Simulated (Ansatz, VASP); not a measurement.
Si: VASP beside Ansatz

```
Si
1.0
    -2.29274    2.29408    1.27421
     2.29408   -2.29274    1.27421
     2.29607    2.29607   -1.27175
Si
2
Cartesian
  4.5901 0.0034 0.0025
  0.0020 2.2954 0.6383
```

Alike in both runs: task single point; functional r2SCAN; k mesh 15 × 15 × 11; occupations fermi-dirac, width 0.1 eV; no spin polarisation.

|  | VASP | Ansatz |
| --- | --- | --- |
| version | VASP 6.6.1 | Ansatz 0.2.0 |
| potentials or method | VASP PAW PBE potentials, release 64 (Si), cutoff 520 eV | plane waves (500 eV) with PAW, scalar-relativistic |
| valence electrons in the cell | 8 | 8 |

VASP gave:

```
pressure (GPa)                                                : 18.7
traceless stress, the component that is largest in VASP (GPa) : -1.32
```

**Question.** Which values does Ansatz return?

**Answer.** Pressure (GPa): 18.9; traceless stress, the component that is largest in VASP (GPa): -1.44.

VASP's potentials were made for PBE, not for r2SCAN.
